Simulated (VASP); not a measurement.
SrSi3:

```
CELL_PARAMETERS angstrom
6.66259 0.00000 0.00000
-3.33129 5.76997 0.00000
0.00000 0.00000 4.43268
ATOMIC_POSITIONS crystal
Sr 0.33333 0.66667 0.25000
Sr 0.66667 0.33333 0.75000
Si 0.87320 0.74639 0.25000
Si 0.12680 0.87320 0.75000
Si 0.25361 0.12680 0.25000
Si 0.12680 0.25361 0.75000
Si 0.87320 0.12680 0.25000
Si 0.74639 0.87320 0.75000
```

* Program: VASP 6.6.1
* Task: relaxation of cell and atoms
* Functional: PBE
* Potentials or basis: VASP PAW PBE potentials, release 64 (Sr_sv, Si)
* Cutoff: 600 eV
* k mesh: 6 × 6 × 8
* Occupations: gaussian, width 0.1 eV
* Spin: no spin polarisation

At the start: pressure 0.5 GPa; volume 21.30 Å³/atom.

How do energy, volume and symmetry change on relaxing?

Over 9 steps the energy falls by 28.5 meV/atom and the volume is 21.49 Å³/atom (+0.9 %); space group P6_3/mmc (No. 194, to 0.1 Å) before and after.

The path:
| step | energy change (eV) | largest force (eV/Å) | pressure (GPa) | volume (Å³) |
| --- | --- | --- | --- | --- |
| 1 | 0.0000 | 0.1268 | 0.46 | 170.41 |
| 2 | -0.1496 | 0.2460 | 0.10 | 171.84 |
| 3 | -0.1957 | 0.2193 | -0.37 | 174.00 |
| 4 | -0.2263 | 0.0238 | -0.28 | 173.21 |
| 5 | -0.2263 | 0.0118 | -0.27 | 173.16 |
| 6 | -0.2272 | 0.0499 | 0.10 | 172.06 |
| 7 | -0.2272 | 0.0438 | 0.05 | 172.23 |
| 8 | -0.2277 | 0.0117 | 0.02 | 172.01 |
| 9 | -0.2277 | 0.0007 | 0.01 | 171.93 |

Final structure:
```
Sr Si
1.0
     6.53037    0.00000    0.00000
    -3.26518    5.65546    0.00000
     0.00000    0.00000    4.65520
Sr Si
2 6
Direct
  0.33333 0.66667 0.25000
  0.66667 0.33333 0.75000
  0.87387 0.74774 0.25000
  0.12613 0.87387 0.75000
  0.25226 0.12613 0.25000
  0.12613 0.25226 0.75000
  0.87387 0.12613 0.25000
  0.74774 0.87387 0.75000
```
